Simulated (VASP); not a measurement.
Wanted: the native input for a VASP 6.6.1 run.

```
Task                   : single point
Functional             : LDA
Potentials or basis    : VASP PAW LDA potentials, release 64 (Cu, I)
Cutoff                 : 520 eV
k mesh                 : 10 × 10 × 6
Occupations            : gaussian, width 0.05 eV
Spin                   : collinear spin
Starting moments       : [0.15, 0.0, 0.0] μB
Dipole correction      : no
Further INCAR settings : ALGO = Normal; EDIFF = 1e-06; NBANDS = 24
```

The structure of CuI2 lies in POSCAR:

```
CuI2
1.0
    3.9381874456      0.0000000000      0.0000000000
   -1.9690937228      3.4105703727      0.0000000000
    0.0000000000      0.0000000000      7.6389899943
Cu I
1 2
Direct
    0.0000000000      0.0000000000      0.0000000000
    0.3333333333      0.6666666667      0.2097196765
    0.6666666667      0.3333333333      0.7902803235
```

These files were run (other wordings do the same):

INCAR

```
  PREC = Accurate
  ENCUT = 520
  EDIFF = 1E-6
  ISMEAR = 0
  SIGMA = 0.05
  LREAL = False
  LASPH = True
  NELM = 150
  ALGO = Normal
  ISIF = 2
  LWAVE = False
  LCHARG = False
  ISPIN = 2
  MAGMOM = 0.15 0 0
  LORBIT = 11
  LMAXMIX = 4
  NBANDS = 24
```

KPOINTS

```
Automatic mesh
0
Gamma
  10 10 6
```

Potentials or basis: VASP PAW LDA potentials, release 64 (Cu, I).

The run is started by

```bash
$ cat potpaw_LDA.64/Cu/POTCAR potpaw_LDA.64/I/POTCAR > POTCAR
$ mpirun -np 1 vasp_std > vasp.out
```

It gave:

The pressure is -3.6 GPa, the largest force is 0.456 eV/Å and the net moment is 0.01 μB per cell. The valence electrons inside the program's atomic spheres are Cu 9.80; I 4.25.

Caveat: the cell stands under tension.

It took 3.3 min on 1 thread of AMD EPYC 9R45 96-Core Processor (Zen 5) (shared host), peak memory 0.35 GiB.
